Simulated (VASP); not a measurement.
# V (P6_3/mmc) in VASP: further runs

Runs on V. Level: revPBE. Tasks: single point.

Program: VASP 6.6.1. These are calculated values, not measurements. Logs are shortened: lines on timing, memory, paths and dates and some standing lists are left out, and cuts for length are marked.

## (1) The cell of the first run

It takes space group P6_3/mmc (No. 194, hexagonal). Conventional cell: a = 2.632 Å, b = 2.632 Å, c = 4.705 Å, α = 90.00°, β = 90.00°, γ = 120.00°. V (site symmetry -6m2) has 12 V at 2.63 to 2.80 Å within 3.5 Å.

## (2) Single point, revPBE

INCAR

```
ALGO = Normal
EDIFF = 1E-6
ENCUT = 520
GGA = RE
ISIF = 2
ISMEAR = -1
LASPH = True
LCHARG = False
LREAL = False
LWAVE = False
NBANDS = 20
NELM = 60
PREC = Accurate
SIGMA = 0.1
```

KPOINTS

```
k-points
0
Gamma
  13 13 7
```

POSCAR

```
V
1.0
    2.6318171184      0.0000000000      0.0000000000
   -1.3159085592      2.2792204826      0.0000000000
    0.0000000000      0.0000000000      4.7048099934
V
2
Direct
    0.3333333333      0.6666666667      0.2500000000
    0.6666666667      0.3333333333      0.7500000000
```

Potentials or basis: VASP PAW PBE potentials, release 64 (V_sv).

Launch:

```bash
> cat potpaw_PBE.64/V_sv/POTCAR > POTCAR
> mpirun -np 1 vasp_std > vasp.out
```

OUTCAR:

```text
EDIFF = 1E-6
   ENCUT = 520
   GGA = RE
   ISIF = 2
   ISMEAR = -1
   LASPH = True
   LREAL = False
   NELM = 60
   PREC = Accurate

 ion  position               nearest neighbor table
   1  0.333  0.667  0.250-   2 2.80   2 2.80   2 2.80   2 2.80   2 2.80   2 2.80
   2  0.667  0.333  0.750-   1 2.80   1 2.80   1 2.80   1 2.80   1 2.80   1 2.80

  LATTYP: Found a hexagonal cell.
 ALAT       =     2.6318171184
 C/A-ratio  =     1.7876660048

  Lattice vectors:

 A1 = (   2.6318171184,   0.0000000000,   0.0000000000)
 A2 = (  -1.3159085592,   2.2792204826,   0.0000000000)
 A3 = (   0.0000000000,   0.0000000000,   4.7048099934)

Analysis of symmetry for initial positions (statically):
=====================================================================
 Subroutine PRICEL returns:
 Original cell was already a primitive cell.

 Routine SETGRP: Setting up the symmetry group for a
 hexagonal supercell.

 Subroutine GETGRP returns: Found 24 space group operations
 (whereof 12 operations were pure point group operations)
 out of a pool of 24 trial point group operations.

The static configuration has the point symmetry D_3d.
 The point group associated with its full space group is D_6h.

Analysis of symmetry for dynamics (positions and initial velocities):
=====================================================================
 Subroutine PRICEL returns:
 Original cell was already a primitive cell.

 Routine SETGRP: Setting up the symmetry group for a
 hexagonal supercell.

 Subroutine GETGRP returns: Found 24 space group operations
 (whereof 12 operations were pure point group operations)
 out of a pool of 24 trial point group operations.

The dynamic configuration has the point symmetry D_3d.
 The point group associated with its full space group is D_6h.

 Subroutine INISYM returns: Found 24 space group operations
 (whereof 12 operations are pure point group operations),
 and found     1 'primitive' translations

----------------------------------------------------------------------------------------

                                     Primitive cell

  volume of cell :      28.2218

  direct lattice vectors                    reciprocal lattice vectors
     2.631817118  0.000000000  0.000000000     0.379965611  0.219373248  0.000000000
    -1.315908559  2.279220483  0.000000000     0.000000000  0.438746496  0.000000000
     0.000000000  0.000000000  4.704809993     0.000000000  0.000000000  0.212548435

  length of vectors
     2.631817118  2.631817118  4.704809993     0.438746496  0.438746496  0.212548435

  position of ions in fractional coordinates (direct lattice)
     0.333333333  0.666666667  0.250000000
     0.666666667  0.333333333  0.750000000

  ion indices of the primitive-cell ions
   primitive index   ion index
                 1           1
                 2           2

----------------------------------------------------------------------------------------

 KPOINTS: k-points

Automatic generation of k-mesh.
 Grid dimensions read from file:
 generate k-points for:   13   13    7

 Generating k-lattice:

  Cartesian coordinates                     Fractional coordinates (reciprocal lattice)
     0.029228124  0.016874865  0.000000000     0.076923077  0.000000000  0.000000000
     0.000000000  0.033749730  0.000000000     0.000000000  0.076923077  0.000000000
     0.000000000  0.000000000  0.030364062     0.000000000  0.000000000  0.142857143

  Length of vectors
     0.033749730  0.033749730  0.030364062

  Shift w.r.t. Gamma in fractional coordinates (k-lattice)
     0.000000000  0.000000000  0.000000000

 Subroutine IBZKPT returns following result:
 ===========================================

 Found     84 irreducible k-points:

 Following reciprocal coordinates:
            Coordinates               Weight
  0.000000  0.000000  0.000000      1.000000
  0.076923  0.000000  0.000000      6.000000
  0.153846  0.000000  0.000000      6.000000
  0.230769  0.000000  0.000000      6.000000
  0.307692  0.000000  0.000000      6.000000
  0.384615  0.000000  0.000000      6.000000
[... 16 lines left out ...]
  0.076923  0.000000  0.142857     12.000000
  0.153846  0.000000  0.142857     12.000000
 [... further k-points ...]
   k-points           NKPTS =     84   k-points in BZ     NKDIM =     84   number of bands    NBANDS=     20
   number of dos      NEDOS =    301   number of ions     NIONS =      2
   total plane-waves  NPLWV =  14400
   dimension x,y,z NGX =    20 NGY =   20 NGZ =   36
   dimension x,y,z NGXF=    40 NGYF=   40 NGZF=   72
   ions per type =               2
   NGX,Y,Z   is equivalent  to a cutoff of  12.63, 12.63, 12.72 a.u.
   NGXF,Y,Z  is equivalent  to a cutoff of  25.27, 25.27, 25.44 a.u.
 SYSTEM =  unknown system
   PREC   = accura    normal or accurate (medium, high low for compatibility)
   ISTART =      0    job   : 0-new  1-cont  2-samecut
   ICHARG =      2    charge: 1-file 2-atom 10-const
   ISPIN  =      1    spin polarized calculation?
   LNONCOLLINEAR =      F non collinear calculations
   LSORBIT =      F    spin-orbit coupling
   LASPH  =      T    aspherical Exc in radial PAW
   ENCUT  =  520.0 eV  38.22 Ry    6.18 a.u.   4.89  4.89  8.75*2*pi/ulx,y,z
   NELM   =     60;   NELMIN=  2; NELMDL= -5     # of ELM steps
   EDIFF  = 0.1E-05   stopping-criterion for ELM
   LREAL  =      F    real-space projection
   EDIFFG = 0.1E-04   stopping-criterion for IOM
   NSW    =      0    number of steps for IOM
   IBRION =     -1    ionic relax: 0-MD 1-quasi-New 2-CG
   NFREE  =      0    steps in history (QN), initial steepest desc. (CG)
   ISIF   =      2    stress and relaxation
   ISYM   =      2    0-nonsym 1-usesym 2-fastsym
   POTIM  = 0.5000    time-step for ionic-motion
   TEBEG  =    0.0;   TEEND  =   0.0 temperature during run
   PSTRESS=    0.0 pullay stress
   NELECT =      26.0000    total number of electrons
   NUPDOWN=      -1.0000    fix difference up-down
   EMIN   =  10.00;   EMAX   =-10.00  energy-range for DOS
   EFERMI =   0.00;   METHOD = LEGACY
   ISMEAR =    -1;   SIGMA  =   0.10  broadening in eV -4-tet -1-fermi 0-gaus
   EFERMI_NEDOS =   21; number of points for ismear=-14 and -15
   IALGO  =     38    algorithm
   IMIX   =      4    mixing-type and parameters
     AMIX     =   0.40;   BMIX     =  1.00
     AMIX_MAG =   1.60;   BMIX_MAG =  1.00
  volume/ion in A,a.u.               =      14.11        95.22
  Fermi-wavevector in a.u.,A,eV,Ry     =   1.592959  3.010256 34.525029  2.537518
  Thomas-Fermi vector in A             =   2.691263
   LORBIT       =      0    0 simple, 1 ext, 2 COOP (PROOUT), +10 PAW based schemes
   GGA     = RE    functional components
   LHFCALC =     F    Hartree Fock is set to
   AEXX    =    0.0000 exact exchange contribution
   IVDW    =     0    specifies the selected vdW correction
   LEPSILON=     F    determine dielectric tensor
   LRPA    =     F    only Hartree local field effects (RPA)
 non-spin polarized calculation
  energy-cutoff  :      520.00
  volume of cell :       28.22
 maximum number of plane-waves:       776
 NGX is ok and might be reduce to    20
   NGX =  9   NGY =  9   NGZ = 17

 number of electron      26.0000007 magnetization

 Free energy of the ion-electron system (eV)
  ---------------------------------------------------
  ext. energy  EPLUGINS =         0.00000000
  ---------------------------------------------------
  free energy    TOTEN  =       -16.78942289 eV

  energy without entropy =      -16.67007688  energy(sigma->0) =      -16.72974989

 E-fermi :   9.5723     XC(G=0): -12.5517

 val. band max:        9.5684821558   @ k =   0.3077   0.0769   0.0000
 cond. band min:       9.5835660022   @ k =   0.2308   0.1538   0.0000
 fundamental gap:      0.0150838464
 Fermi energy:         9.5722879698

 k-point     1 :       0.0000    0.0000    0.0000
  band No.  band energies     occupation
      1     -54.5775      2.00000
      2     -54.4726      2.00000
      3     -28.6128      2.00000
      4     -27.9956      2.00000
      5     -27.9041      2.00000
      6     -27.9041      2.00000
[... 12 lines left out ...]
     19      12.3782      0.00000
     20      12.3782      0.00000

 k-point     2 :       0.0769    0.0000    0.0000
  band No.  band energies     occupation
      1     -54.5681      2.00000
      2     -54.4659      2.00000
      3     -28.5979      2.00000
      4     -27.9971      2.00000
      5     -27.9491      2.00000
      6     -27.9163      2.00000
[... 12 lines left out ...]
     19      12.4068      0.00000
     20      12.8452      0.00000

 k-point     3 :       0.1538    0.0000    0.0000
  band No.  band energies     occupation
      1     -54.5417      2.00000
      2     -54.4474      2.00000
      3     -28.5553      2.00000
      4     -28.0739      2.00000
      5     -28.0159      2.00000
      6     -28.0021      2.00000
[... 12 lines left out ...]
     19      12.4591      0.00000
     20      13.8702      0.00000

 k-point     4 :       0.2308    0.0000    0.0000
  band No.  band energies     occupation
      1     -54.5037      2.00000
      2     -54.4220      2.00000
      3     -28.4914      2.00000
      4     -28.2497      2.00000
      5     -28.1871      2.00000
      6     -28.0129      2.00000
[... 12 lines left out ...]
     19      12.4940      0.00000
     20      15.1262      0.00000

 k-point     5 :       0.3077    0.0000    0.0000
  band No.  band energies     occupation
      1     -54.4619      2.00000
      2     -54.3960      2.00000
      3     -28.4356      2.00000
      4     -28.4159      2.00000
      5     -28.3639      2.00000
      6     -28.0421      2.00000
[... 12 lines left out ...]
     19      12.5034      0.00000
     20      16.4863      0.00000
[... 353 lines left out ...]
      6     -28.2949      2.00000
[... 12 lines left out ...]
     19      16.0118      0.00000
     20      17.7980      0.00000

 k-point    22 :       0.0000    0.0000    0.1429
  band No.  band energies     occupation
      1     -54.5724      2.00000
      2     -54.4778      2.00000
      3     -28.5831      2.00000
      4     -28.0272      2.00000
      5     -27.9012      2.00000
      6     -27.9012      2.00000
[... 12 lines left out ...]
     19      12.3550      0.00000
     20      12.3550      0.00000

 k-point    23 :       0.0769    0.0000    0.1429
  band No.  band energies     occupation
      1     -54.5631      2.00000
      2     -54.4710      2.00000
      3     -28.5694      2.00000
      4     -28.0299      2.00000
      5     -27.9457      2.00000
      6     -27.9132      2.00000
[... 12 lines left out ...]
     19      12.3770      0.00000
     20      12.7111      0.00000

 k-point    24 :       0.1538    0.0000    0.1429
  band No.  band energies     occupation
      1     -54.5371      2.00000
      2     -54.4522      2.00000
      3     -28.5308      2.00000
      4     -28.0721      2.00000
      5     -28.0540      2.00000
      6     -27.9915      2.00000
[... 12 lines left out ...]
     19      12.4146      0.00000
     20      13.5034      0.00000

 [... further k-points ...]
[... 5 lines left out ...]
  --------------------------------------------------------------------------------------
  -------------------------------------------------------------------------------------
  Total        0.0413684      0.0413684      0.0444844      0.0000000      0.0000000      0.0000000
  in kB        2.3485229      2.3485229      2.5254230      0.0000000      0.0000000      0.0000000
  external PRESSURE =       2.4074896 kB  Pullay stress =       0.0000000 kB

 VOLUME and BASIS-vectors are now :
 -----------------------------------------------------------------------------
  energy-cutoff  :      520.00
  volume of cell :       28.22
      direct lattice vectors                 reciprocal lattice vectors
     2.631817118  0.000000000  0.000000000     0.379965611  0.219373248  0.000000000
    -1.315908559  2.279220483  0.000000000     0.000000000  0.438746496  0.000000000
     0.000000000  0.000000000  4.704809993     0.000000000  0.000000000  0.212548435

 POSITION                                       TOTAL-FORCE (eV/Angst)
 -----------------------------------------------------------------------------------
     -0.00000      1.51948      1.17620        -0.000000      0.000000      0.000000
      1.31591      0.75974      3.52861         0.000000     -0.000000      0.000000
 -----------------------------------------------------------------------------------
    total drift:                               -0.000000      0.000000     -0.000000

  FREE ENERGIE OF THE ION-ELECTRON SYSTEM (eV)
  ---------------------------------------------------
  free  energy   TOTEN  =       -16.7894228915 eV

  energy  without entropy=      -16.6700768849  energy(sigma->0) =      -16.72974989
```

Run time: 50 s. Hardware: 1 thread of AMD EPYC 7R43 (Zen 3), shared host; peak memory 0.12 GiB.

Results:

```yaml
Free_energy: -16.7894 eV
Pressure: 0.2 GPa
Band_gap_on_the_k_mesh: zero (band 13 reaches 10.65 eV, above the bottom of band 14 at 9.03 eV)
```

Levels at points of the mesh, in eV from the Fermi level:
```csv
k point,band 10,band 11,band 12,band 13,band 14,band 15,band 16,band 17
"(0.00, 0.00, 0.00)",-3.38,-0.47,-0.17,0.31,0.31,0.64,0.64,1.73
```

Caveat: the PAW data sets were made with another functional, which shifts forces and pressure a little.

## (3) Single point, revPBE (volume scaled by 0.88)

INCAR

```
SYSTEM = V
  ALGO = Normal
  EDIFF = 1E-7
  ENCUT = 520
  GGA = RE
  ISIF = 2
  ISMEAR = -1
  LASPH = .TRUE.
  LCHARG = .FALSE.
  LREAL = .FALSE.
  LWAVE = .FALSE.
  NBANDS = 20
  NELM = 60
  PREC = Accurate
  SIGMA = 0.1
```

KPOINTS

```
k-points
0
G
  15 15 8
  0 0 0
```

POSCAR

```
V
1.0
    2.5220281602      0.0000000000      0.0000000000
   -1.2610140801      2.1841404558      0.0000000000
    0.0000000000      0.0000000000      4.5085440052
V
2
Direct
    0.3333333333      0.6666666667      0.2500000000
    0.6666666667      0.3333333333      0.7500000000
```

Potentials or basis: VASP PAW PBE potentials, release 64 (V_sv).

Launch:

```bash
> cat potpaw_PBE.64/V_sv/POTCAR > POTCAR
> mpirun -np 1 vasp_std > vasp.out
```

Wall time 82 s (1 thread of AMD EPYC 7R43 (Zen 3), shared host); peak memory 0.14 GiB.

The run converged. Its results:

```yaml
Free_energy: -16.5244 eV
Pressure: 27.3 GPa
Band_gap_on_the_k_mesh: zero (band 13 reaches 13.06 eV, above the bottom of band 14 at 10.62 eV)
```

Stress tensor (GPa, compression positive):
```
27.17  0.00  0.00
 0.00 27.17  0.00
 0.00  0.00 27.52
```

Levels at points of the mesh, in eV from the Fermi level:
```csv
k point,band 11,band 12,band 13,band 14,band 15,band 16
"(0.00, 0.00, 0.00)",-0.61,0.09,0.31,0.31,0.70,0.70
"(0.00, 0.00, 0.50)",-1.11,-1.11,0.34,0.34,0.34,0.34
```

Caveat: the PAW data sets were made with another functional, which shifts forces and pressure a little.
